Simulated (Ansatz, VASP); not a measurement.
**One calculation of SrCl2, two programs**

```
Sr Cl
1.0
     0.00000    3.39942    3.39942
     3.39942    0.00000    3.39942
     3.39942    3.39942    0.00000
Sr Cl
1 2
Direct
  0.00000 0.00000 0.00000
  0.25000 0.25000 0.25000
  0.75000 0.75000 0.75000
```

Alike in both runs: functional LDA; k mesh 6 × 6 × 6; occupations gaussian, width 0.02 eV; no spin polarisation.

Ansatz relaxed the structure, and its values are those at the end. VASP's run is a single point on that final structure, the one shown.

```csv
,VASP,Ansatz
version,VASP 6.6.1,Ansatz 0.2.0
potentials or method,"VASP PAW LDA potentials, release 64 (Sr_sv, Cl), cutoff 520 eV","scalar-relativistic, plane waves, PAW"
valence electrons in the cell,24,24
```

VASP gave:

- gap on the k mesh at the Fermi level (eV): 5.09
- least direct gap on the mesh (eV): 5.09
- pressure (GPa): 0.2

Problem. What did Ansatz give for the same quantities?

Solution. gap on the k mesh at the Fermi level (eV): 5.10; least direct gap on the mesh (eV): 5.10; pressure (GPa): 0.0.

LDA's correlation is that of Perdew and Zunger in VASP and of Perdew and Wang (1992) in Ansatz.
